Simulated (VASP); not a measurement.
Here is a VASP 6.6.1 calculation.

INCAR

```
PREC = Accurate ; ENCUT = 400
EDIFF = 1E-6 ; ISMEAR = 0
SIGMA = 0.1 ; LREAL = False
LASPH = True ; NELM = 120
ALGO = Normal ; ISIF = 2
LWAVE = False ; LCHARG = True
LDIPOL = True ; IDIPOL = 3
DIPOL = 0.5 0.5 0.294 ; GGA = PE
LELF = True ; LVHAR = True
LVACPOTAV = True ; NBANDS = 15
GGA_COMPAT = False ; NELMDL = -8
```

The input KPOINTS:

```
Automatic mesh
0
Gamma
  4 4 1
```

POSCAR

```
CaSe
1.0
    4.0316448784      0.0000000000      0.0000000000
    0.0000000000      4.0316448784      0.0000000000
    0.0000000000      0.0000000000     23.8000000000
Ca Se
1 1
Direct
    0.0000000000      0.0000000000      0.2941176471
    0.5000000000      0.5000000000      0.2941176471
```

Potentials or basis: VASP PAW PBE potentials, release 64 (Ca_sv, Se).

Command:

```console
$ cat potpaw_PBE.64/Ca_sv/POTCAR potpaw_PBE.64/Se/POTCAR > POTCAR
$ mpirun -np 1 vasp_std > vasp.out
```

Predict the band gap on the k mesh.

2.48 eV.
